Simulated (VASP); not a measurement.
# V (I4/mmm) in VASP: further runs, part 2 of 3

VASP 6.6.1.

### Step 3. Single point, PBE (strain along c alone, the other axes held: +2.0 %)

INCAR

```
SYSTEM = V
ALGO = Fast ; EDIFF = 1E-6
ENCUT = 520 ; GGA = PE
ISIF = 2 ; ISMEAR = 0
LASPH = .True. ; LCHARG = .False.
LREAL = .False. ; LWAVE = .False.
NBANDS = 20 ; NELM = 60
PREC = Accurate ; SIGMA = 0.1
```

KPOINTS

```
k-points
0
Gamma
  18 18 18
  0 0 0
```

POSCAR

```
V
1.0
    2.9971751498      0.0000000000      0.0000000000
    0.0000000000      2.9971751498      0.0000000000
    0.0000000000      0.0000000000      3.0571186527
V
2
Direct
    0.0000000000      0.0000000000      0.0000000000
    0.5000000000      0.5000000000      0.5000000000
```

Potentials or basis: VASP PAW PBE potentials, release 64 (V_sv).

Started as:

```bash
> cat potpaw_PBE.64/V_sv/POTCAR > POTCAR
> mpirun -np 1 vasp_std > vasp.out
```

OUTCAR:

```text
SYSTEM = V
   EDIFF = 1E-6
   ENCUT = 520
   GGA = PE
   ISIF = 2
   ISMEAR = 0
   LASPH = .True.
   LREAL = .False.
   NELM = 60
   PREC = Accurate

 ion  position               nearest neighbor table
   1  0.000  0.000  0.000-   2 2.61   2 2.61   2 2.61   2 2.61   2 2.61   2 2.61   2 2.61   2 2.61

   2  0.500  0.500  0.500-   1 2.61   1 2.61   1 2.61   1 2.61   1 2.61   1 2.61   1 2.61   1 2.61

  LATTYP: Found a simple tetragonal cell.
 ALAT       =     2.9971751498
 C/A-ratio  =     1.0200000000

  Lattice vectors:

 A1 = (   2.9971751498,   0.0000000000,   0.0000000000)
 A2 = (   0.0000000000,   2.9971751498,   0.0000000000)
 A3 = (   0.0000000000,   0.0000000000,   3.0571186527)

Analysis of symmetry for initial positions (statically):
=====================================================================
 Subroutine PRICEL returns following result:

  LATTYP: Found a body centered tetragonal cell.
 ALAT       =     2.9971751498
 C/A-ratio  =     1.0200000000

  Lattice vectors:

 A1 = (  -1.4985875749,  -1.4985875749,  -1.5285593264)
 A2 = (   1.4985875749,   1.4985875749,  -1.5285593263)
 A3 = (   1.4985875749,  -1.4985875749,   1.5285593264)

   2 primitive cells build up your supercell.

 Routine SETGRP: Setting up the symmetry group for a
 simple tetragonal supercell.

 Subroutine GETGRP returns: Found 16 space group operations
 (whereof 16 operations were pure point group operations)
 out of a pool of 16 trial point group operations.

The static configuration has the point symmetry D_4h.

Analysis of symmetry for dynamics (positions and initial velocities):
=====================================================================
 Subroutine PRICEL returns following result:

  LATTYP: Found a body centered tetragonal cell.
 ALAT       =     2.9971751498
 C/A-ratio  =     1.0200000000

  Lattice vectors:

 A1 = (  -1.4985875749,  -1.4985875749,  -1.5285593264)
 A2 = (   1.4985875749,   1.4985875749,  -1.5285593263)
 A3 = (   1.4985875749,  -1.4985875749,   1.5285593264)

   2 primitive cells build up your supercell.

 Routine SETGRP: Setting up the symmetry group for a
 simple tetragonal supercell.

 Subroutine GETGRP returns: Found 16 space group operations
 (whereof 16 operations were pure point group operations)
 out of a pool of 16 trial point group operations.

The dynamic configuration has the point symmetry D_4h.

 Subroutine INISYM returns: Found 16 space group operations
 (whereof 16 operations are pure point group operations),
 and found     2 'primitive' translations

----------------------------------------------------------------------------------------

                                     Primitive cell

  volume of cell :      13.7311

  direct lattice vectors                    reciprocal lattice vectors
    -1.498587575 -1.498587575 -1.528559326     0.000000000 -0.333647501 -0.327105394
     1.498587575  1.498587575 -1.528559326     0.333647501  0.000000000 -0.327105394
     1.498587575 -1.498587575  1.528559326     0.333647501 -0.333647501  0.000000000

  length of vectors
     2.613048613  2.613048613  2.613048613     0.467245753  0.467245753  0.471848822

  position of ions in fractional coordinates (direct lattice)
     0.000000000  0.000000000  0.000000000

  ion indices of the primitive-cell ions
   primitive index   ion index
                 1           1

----------------------------------------------------------------------------------------

 KPOINTS: k-points

Automatic generation of k-mesh.
 Grid dimensions read from file:
 generate k-points for:   18   18   18

 Generating k-lattice:

  Cartesian coordinates                     Fractional coordinates (reciprocal lattice)
     0.018535972  0.000000000  0.000000000     0.055555556  0.000000000  0.000000000
     0.000000000  0.018535972  0.000000000     0.000000000  0.055555556  0.000000000
     0.000000000  0.000000000  0.018172522     0.000000000  0.000000000  0.055555556

  Length of vectors
     0.018535972  0.018535972  0.018172522

  Shift w.r.t. Gamma in fractional coordinates (k-lattice)
     0.000000000  0.000000000  0.000000000

 Subroutine IBZKPT returns following result:
 ===========================================

 Found    550 irreducible k-points:

 Following reciprocal coordinates:
            Coordinates               Weight
  0.000000  0.000000  0.000000      1.000000
  0.055556  0.000000  0.000000      4.000000
  0.111111  0.000000  0.000000      4.000000
  0.166667  0.000000  0.000000      4.000000
  0.222222  0.000000  0.000000      4.000000
  0.277778  0.000000  0.000000      4.000000
[... 16 lines left out ...]
  0.277778  0.111111  0.000000      8.000000
  0.333333  0.111111  0.000000      8.000000
 [... further k-points ...]
   k-points           NKPTS =    550   k-points in BZ     NKDIM =    550   number of bands    NBANDS=     20
   number of dos      NEDOS =    301   number of ions     NIONS =      2
   total plane-waves  NPLWV =  13824
   dimension x,y,z NGX =    24 NGY =   24 NGZ =   24
   dimension x,y,z NGXF=    48 NGYF=   48 NGZF=   48
   ions per type =               2
   NGX,Y,Z   is equivalent  to a cutoff of  13.31, 13.31, 13.05 a.u.
   NGXF,Y,Z  is equivalent  to a cutoff of  26.62, 26.62, 26.10 a.u.
 SYSTEM =  V
   PREC   = accura    normal or accurate (medium, high low for compatibility)
   ISTART =      0    job   : 0-new  1-cont  2-samecut
   ICHARG =      2    charge: 1-file 2-atom 10-const
   ISPIN  =      1    spin polarized calculation?
   LNONCOLLINEAR =      F non collinear calculations
   LSORBIT =      F    spin-orbit coupling
   LASPH  =      T    aspherical Exc in radial PAW
   ENCUT  =  520.0 eV  38.22 Ry    6.18 a.u.   5.57  5.57  5.68*2*pi/ulx,y,z
   NELM   =     60;   NELMIN=  2; NELMDL= -5     # of ELM steps
   EDIFF  = 0.1E-05   stopping-criterion for ELM
   LREAL  =      F    real-space projection
   EDIFFG = 0.1E-04   stopping-criterion for IOM
   NSW    =      0    number of steps for IOM
   IBRION =     -1    ionic relax: 0-MD 1-quasi-New 2-CG
   NFREE  =      0    steps in history (QN), initial steepest desc. (CG)
   ISIF   =      2    stress and relaxation
   ISYM   =      2    0-nonsym 1-usesym 2-fastsym
   POTIM  = 0.5000    time-step for ionic-motion
   TEBEG  =    0.0;   TEEND  =   0.0 temperature during run
   PSTRESS=    0.0 pullay stress
   NELECT =      26.0000    total number of electrons
   NUPDOWN=      -1.0000    fix difference up-down
   EMIN   =  10.00;   EMAX   =-10.00  energy-range for DOS
   EFERMI =   0.00;   METHOD = LEGACY
   ISMEAR =     0;   SIGMA  =   0.10  broadening in eV -4-tet -1-fermi 0-gaus
   EFERMI_NEDOS =   21; number of points for ismear=-14 and -15
   IALGO  =     68    algorithm
   IMIX   =      4    mixing-type and parameters
     AMIX     =   0.40;   BMIX     =  1.00
     AMIX_MAG =   1.60;   BMIX_MAG =  1.00
  volume/ion in A,a.u.               =      13.73        92.66
  Fermi-wavevector in a.u.,A,eV,Ry     =   1.607510  3.037754 35.158671  2.584089
  Thomas-Fermi vector in A             =   2.703527
   LORBIT       =      0    0 simple, 1 ext, 2 COOP (PROOUT), +10 PAW based schemes
   GGA     = PE    functional components
   LHFCALC =     F    Hartree Fock is set to
   AEXX    =    0.0000 exact exchange contribution
   IVDW    =     0    specifies the selected vdW correction
   LEPSILON=     F    determine dielectric tensor
   LRPA    =     F    only Hartree local field effects (RPA)
 non-spin polarized calculation
 RMM-DIIS sequential band-by-band and
 Gauss-broadening in eV      SIGMA  =   0.10
  energy-cutoff  :      520.00
  volume of cell :       27.46
 maximum number of plane-waves:       755
 NGX is ok and might be reduce to    24
   NGX = 11   NGY = 11   NGZ = 11

 number of electron      25.9999995 magnetization

 Free energy of the ion-electron system (eV)
  ---------------------------------------------------
  ext. energy  EPLUGINS =         0.00000000
  ---------------------------------------------------
  free energy    TOTEN  =       -17.98485187 eV

  energy without entropy =      -17.96686097  energy(sigma->0) =      -17.97585642

 E-fermi :   9.4706     XC(G=0): -12.8009

 val. band max:        9.4696651895   @ k =   0.1667   0.1111   0.1667
 cond. band min:       9.4712197557   @ k =   0.5000   0.1111   0.1667
 fundamental gap:      0.0015545662
 Fermi energy:         9.4705806705

 k-point     1 :       0.0000    0.0000    0.0000
  band No.  band energies     occupation
      1     -54.2753      2.00000
      2     -53.9659      2.00000
      3     -28.2068      2.00000
      4     -28.1737      2.00000
      5     -28.1737      2.00000
      6     -27.6060      2.00000
[... 12 lines left out ...]
     19      13.1103      0.00000
[... 513 lines left out ...]
      4     -28.0385      2.00000
      5     -27.9630      2.00000
      6     -27.9566      2.00000
[... 12 lines left out ...]
     19      12.6457      0.00000
     20      15.0423      0.00000

 [... further k-points ...]
[... 5 lines left out ...]
  --------------------------------------------------------------------------------------
  -------------------------------------------------------------------------------------
  Total       -0.4079648     -0.4079648     -0.8270574      0.0000000      0.0000000      0.0000000
  in kB      -23.8010816    -23.8010816    -48.2513741      0.0000000      0.0000000      0.0000000
  external PRESSURE =     -31.9511791 kB  Pullay stress =       0.0000000 kB

 VOLUME and BASIS-vectors are now :
 -----------------------------------------------------------------------------
  energy-cutoff  :      520.00
  volume of cell :       27.46
      direct lattice vectors                 reciprocal lattice vectors
     2.997175150  0.000000000  0.000000000     0.333647501  0.000000000  0.000000000
     0.000000000  2.997175150  0.000000000     0.000000000  0.333647501  0.000000000
     0.000000000  0.000000000  3.057118653     0.000000000  0.000000000  0.327105394

 POSITION                                       TOTAL-FORCE (eV/Angst)
 -----------------------------------------------------------------------------------
      0.00000      0.00000      0.00000        -0.000000      0.000000     -0.000000
      1.49859      1.49859      1.52856         0.000000     -0.000000      0.000000
 -----------------------------------------------------------------------------------
    total drift:                                0.000000      0.000000     -0.000000

  FREE ENERGIE OF THE ION-ELECTRON SYSTEM (eV)
  ---------------------------------------------------
  free  energy   TOTEN  =       -17.9848518678 eV

  energy  without entropy=      -17.9668609675  energy(sigma->0) =      -17.97585642
```

OSZICAR:

```text
N       E                     dE             d eps       ncg     rms          rms(c)
DAV:   1     0.292634810092E+03    0.29263E+03   -0.15114E+04 22048   0.151E+03
DAV:   2    -0.122448333271E+02   -0.30488E+03   -0.29889E+03 22748   0.477E+02
DAV:   3    -0.207527323415E+02   -0.85079E+01   -0.82768E+01 23748   0.931E+01
DAV:   4    -0.208428466676E+02   -0.90114E-01   -0.89951E-01 22444   0.963E+00
DAV:   5    -0.208439171632E+02   -0.10705E-02   -0.10705E-02 23172   0.109E+00    0.252E+01
RMM:   6    -0.179730486688E+02    0.28709E+01   -0.10995E+01 22016   0.309E+01    0.206E+00
RMM:   7    -0.179987209780E+02   -0.25672E-01   -0.76846E-01 22808   0.491E+00    0.127E+00
RMM:   8    -0.179865007949E+02    0.12220E-01   -0.37631E-02 22972   0.214E+00    0.605E-01
RMM:   9    -0.179848353008E+02    0.16655E-02   -0.65384E-03 23794   0.936E-01    0.178E-01
RMM:  10    -0.179850588870E+02   -0.22359E-03   -0.42364E-03 23189   0.549E-01    0.180E-01
RMM:  11    -0.179848484311E+02    0.21046E-03   -0.11049E-03 22298   0.382E-01    0.176E-02
RMM:  12    -0.179848513170E+02   -0.28859E-05   -0.67882E-05 24838   0.954E-02    0.410E-03
RMM:  13    -0.179848518678E+02   -0.55077E-06   -0.59813E-06 19684   0.318E-02
   1 F= -.17984852E+02 E0= -.17975856E+02  d E =-.179909E-01
```

stdout:

```text
POSCAR found type information on POSCAR V
 POSCAR found :  1 types and       2 ions
 scaLAPACK will be used
 LDA part: xc-table for (Slater+PW92), standard interpolation
 POSCAR, INCAR and KPOINTS ok, starting setup
 FFT: planning ... GRIDC
 FFT: planning ... GRID_SOFT
 FFT: planning ... GRID
 WAVECAR not read
 entering main loop
```

Run time: 73 s. Hardware: 1 thread of Intel Xeon 6975P-C (Granite Rapids), shared host; peak memory 0.33 GiB.

What came out:

```
Free energy            : -17.9849 eV
Pressure               : -3.2 GPa
Band gap on the k mesh : zero (bands 13 and 14 overlap by 2.75 eV)
```

Stress tensor (GPa, compression positive):
```
-2.38  0.00  0.00
 0.00 -2.38  0.00
 0.00  0.00 -4.83
```

Caveat: the cell differs from its parent crystal (strain along c alone, the other axes held: +2.0 %); the cell stands under tension.

### Step 4. Single point, PBE (strain along c alone, the other axes held: +4.0 %)

INCAR

```
SYSTEM = V
PREC     = Accurate       ! precision mode
ENCUT    = 520            ! plane-wave cutoff, eV
EDIFF    = 1E-6           ! SCF threshold, eV
ISMEAR   = 0              ! smearing method
SIGMA    = 0.1            ! smearing width, eV
LREAL    = .False.        ! projectors in reciprocal space
LASPH    = .True.         ! aspherical terms in the spheres
NELM     = 80             ! most SCF steps
ALGO     = Fast           ! electronic algorithm
ISIF     = 2              ! what is computed and relaxed
LWAVE    = .False.        ! write WAVECAR
LCHARG   = .False.        ! write CHGCAR
GGA      = PE             ! functional
NBANDS   = 20             ! bands
```

KPOINTS

```
regular mesh
0
Gamma
  18 18 18
  0 0 0
```

Edit POSCAR of step 3 so:

```diff
@@ -4,3 +4,3 @@
     0.0000000000      2.9971751498      0.0000000000
-    0.0000000000      0.0000000000      3.0571186527
+    0.0000000000      0.0000000000      3.1170621557
 V
```

Potentials or basis: VASP PAW PBE potentials, release 64 (V_sv).

Started as:

```bash
> cat potpaw_PBE.64/V_sv/POTCAR > POTCAR
> mpirun -np 1 vasp_std > vasp.out
```

OUTCAR:

```text
SYSTEM = V
   PREC = Accurate
   ENCUT = 520
   EDIFF = 1E-6
   ISMEAR = 0
   LREAL = .False.
   LASPH = .True.
   NELM = 80
   ISIF = 2
   GGA = PE

 ion  position               nearest neighbor table
   1  0.000  0.000  0.000-   2 2.63   2 2.63   2 2.63   2 2.63   2 2.63   2 2.63   2 2.63   2 2.63

   2  0.500  0.500  0.500-   1 2.63   1 2.63   1 2.63   1 2.63   1 2.63   1 2.63   1 2.63   1 2.63

  LATTYP: Found a simple tetragonal cell.
 ALAT       =     2.9971751498
 C/A-ratio  =     1.0400000000

  Lattice vectors:

 A1 = (   2.9971751498,   0.0000000000,   0.0000000000)
 A2 = (   0.0000000000,   2.9971751498,   0.0000000000)
 A3 = (   0.0000000000,   0.0000000000,   3.1170621557)

Analysis of symmetry for initial positions (statically):
=====================================================================
 Subroutine PRICEL returns following result:

  LATTYP: Found a body centered tetragonal cell.
 ALAT       =     2.9971751498
 C/A-ratio  =     1.0400000000

  Lattice vectors:

 A1 = (  -1.4985875749,  -1.4985875749,  -1.5585310778)
 A2 = (   1.4985875749,   1.4985875749,  -1.5585310779)
 A3 = (   1.4985875749,  -1.4985875749,   1.5585310778)

   2 primitive cells build up your supercell.

 Routine SETGRP: Setting up the symmetry group for a
 simple tetragonal supercell.

 Subroutine GETGRP returns: Found 16 space group operations
 (whereof 16 operations were pure point group operations)
 out of a pool of 16 trial point group operations.

The static configuration has the point symmetry D_4h.

Analysis of symmetry for dynamics (positions and initial velocities):
=====================================================================
 Subroutine PRICEL returns following result:

  LATTYP: Found a body centered tetragonal cell.
 ALAT       =     2.9971751498
[... 128 lines left out ...]
   EMIN   =  10.00;   EMAX   =-10.00  energy-range for DOS
   EFERMI =   0.00;   METHOD = LEGACY
   ISMEAR =     0;   SIGMA  =   0.10  broadening in eV -4-tet -1-fermi 0-gaus
   EFERMI_NEDOS =   21; number of points for ismear=-14 and -15
   IALGO  =     68    algorithm
   IMIX   =      4    mixing-type and parameters
     AMIX     =   0.40;   BMIX     =  1.00
     AMIX_MAG =   1.60;   BMIX_MAG =  1.00
  volume/ion in A,a.u.               =      14.00        94.48
  Fermi-wavevector in a.u.,A,eV,Ry     =   1.597139  3.018155 34.706461  2.550853
  Thomas-Fermi vector in A             =   2.694792
   LORBIT       =      0    0 simple, 1 ext, 2 COOP (PROOUT), +10 PAW based schemes
   GGA     = PE    functional components
   LHFCALC =     F    Hartree Fock is set to
   AEXX    =    0.0000 exact exchange contribution
   IVDW    =     0    specifies the selected vdW correction
   LEPSILON=     F    determine dielectric tensor
   LRPA    =     F    only Hartree local field effects (RPA)
 non-spin polarized calculation
 RMM-DIIS sequential band-by-band and
 Gauss-broadening in eV      SIGMA  =   0.10
  energy-cutoff  :      520.00
  volume of cell :       28.00
 maximum number of plane-waves:       772
 NGX is ok and might be reduce to    24
   NGX = 11   NGY = 11   NGZ = 11

 number of electron      26.0000007 magnetization

 Free energy of the ion-electron system (eV)
  ---------------------------------------------------
  ext. energy  EPLUGINS =         0.00000000
  ---------------------------------------------------
  free energy    TOTEN  =       -17.96066862 eV

  energy without entropy =      -17.94200183  energy(sigma->0) =      -17.95133522

 E-fermi :   9.2404     XC(G=0): -12.6965

 val. band max:        9.2392808721   @ k =   0.4444   0.1667   0.1111
 cond. band min:       9.2404660304   @ k =   0.2222   0.0000   0.2222
 fundamental gap:      0.0011851583
 Fermi energy:         9.2403820171

 k-point     1 :       0.0000    0.0000    0.0000
  band No.  band energies     occupation
      1     -54.5340      2.00000
      2     -54.2480      2.00000
      3     -28.4794      2.00000
      4     -28.4170      2.00000
      5     -28.4170      2.00000
      6     -27.8934      2.00000
[... 541 lines left out ...]
     19      12.3327      0.00000
     20      14.7894      0.00000

 [... further k-points ...]

------------------------ aborting loop because EDIFF is reached ----------------------------------------

  FORCE on cell =-STRESS in cart. coord.  units (eV):
  Direction    XX          YY          ZZ          XY          YZ          ZX
  --------------------------------------------------------------------------------------
  -------------------------------------------------------------------------------------
  Total       -0.8417146     -0.8417146     -1.6467662      0.0000000      0.0000000     -0.0000000
  in kB      -48.1621370    -48.1621370    -94.2264450      0.0000000      0.0000000     -0.0000000
  external PRESSURE =     -63.5169063 kB  Pullay stress =       0.0000000 kB

 VOLUME and BASIS-vectors are now :
 -----------------------------------------------------------------------------
  energy-cutoff  :      520.00
  volume of cell :       28.00
      direct lattice vectors                 reciprocal lattice vectors
     2.997175150  0.000000000  0.000000000     0.333647501  0.000000000  0.000000000
     0.000000000  2.997175150  0.000000000     0.000000000  0.333647501  0.000000000
     0.000000000  0.000000000  3.117062156     0.000000000  0.000000000  0.320814905

 POSITION                                       TOTAL-FORCE (eV/Angst)
 -----------------------------------------------------------------------------------
      0.00000      0.00000      0.00000        -0.000000     -0.000000     -0.000000
      1.49859      1.49859      1.55853         0.000000      0.000000      0.000000
 -----------------------------------------------------------------------------------
    total drift:                                0.000000      0.000000     -0.000000

  FREE ENERGIE OF THE ION-ELECTRON SYSTEM (eV)
  ---------------------------------------------------
  free  energy   TOTEN  =       -17.9606686158 eV

  energy  without entropy=      -17.9420018269  energy(sigma->0) =      -17.95133522
```

Wall time 69 s (1 thread of Intel Xeon 6975P-C (Granite Rapids), shared host); peak memory 0.33 GiB.

What came out:

| Item | Value |
| --- | --- |
| Free energy | -17.9607 eV |
| Pressure | -6.4 GPa |
| Band gap on the k mesh | zero (bands 13 and 14 overlap by 2.75 eV) |

Caveat: the cell differs from its parent crystal (strain along c alone, the other axes held: +4.0 %); the cell stands under tension.

(Part 2 of 3 ends here.)
